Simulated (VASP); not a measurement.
# Li5GeF: single point with PBE

Crystal: Li5GeF.

```
Li Ge F
1.0
     3.74453    0.00000    0.00000
     0.00000    3.74453    0.00000
     0.00000    0.00000    6.00993
Li Ge F
5 1 1
Direct
  0.50000 0.50000 0.00000
  0.50000 0.00000 0.69518
  0.00000 0.50000 0.30482
  0.50000 0.00000 0.30482
  0.00000 0.50000 0.69518
  0.00000 0.00000 0.50000
  0.00000 0.00000 0.00000
```

The cell was generated, and may not be a known phase.

| Item | Value |
| --- | --- |
| Program | VASP 6.6.1 |
| Task | single point |
| Functional | PBE |
| Potentials or basis | VASP PAW PBE potentials, release 64 (Li_sv, Ge_d, F) |
| Cutoff | 520 eV |
| k mesh | 4 × 4 × 4 |
| Occupations | gaussian, width 0.1 eV |
| Spin | no spin polarisation |

```json
{"Largest force": "1.017 eV/Å", "Band gap on the k mesh": "zero (bands 18 and 19 overlap by 1.71 eV)"}
```

Forces on the atoms (eV/Å):
```
Li   0.000  0.000  0.000
Li   0.000  0.000  1.017
Li   0.000  0.000 -1.017
Li   0.000  0.000 -1.017
Li   0.000  0.000  1.017
Ge   0.000  0.000  0.000
F    0.000  0.000  0.000
```

Levels at points of the mesh, in eV from the Fermi level:
```
           k point  band 15  band 16  band 17  band 18  band 19  band 20  band 21  band 22
(0.00, 0.00, 0.00)    -5.77    -1.50    -0.81    -0.45    -0.45     3.36     3.54     4.80
(0.50, 0.00, 0.00)    -5.65    -3.52    -0.19     0.12     0.65     0.68     1.25     3.95
(0.50, 0.50, 0.00)    -5.99    -1.76    -1.76    -1.59    -0.42     0.49     2.81     2.81
(0.00, 0.00, 0.50)    -5.58    -2.74    -0.52    -0.52     1.00     1.54     4.11     4.11
(0.50, 0.00, 0.50)    -5.34    -3.67    -1.65     0.23     0.56     1.62     2.20     4.81
(0.50, 0.50, 0.50)    -5.11    -1.78    -1.78    -1.49    -1.48     0.12     2.70     2.70
```

It took 33 s on 1 thread of AMD EPYC 7R13 Processor (Zen 3), on a shared host, peak memory 0.17 GiB.

Caveat: the k points lie up to 0.42 Å⁻¹ apart, too coarse for converged energies and pressures of a metal; forces of over 1 eV/Å act on the atoms, so gaps and moduli don't describe the material at rest.
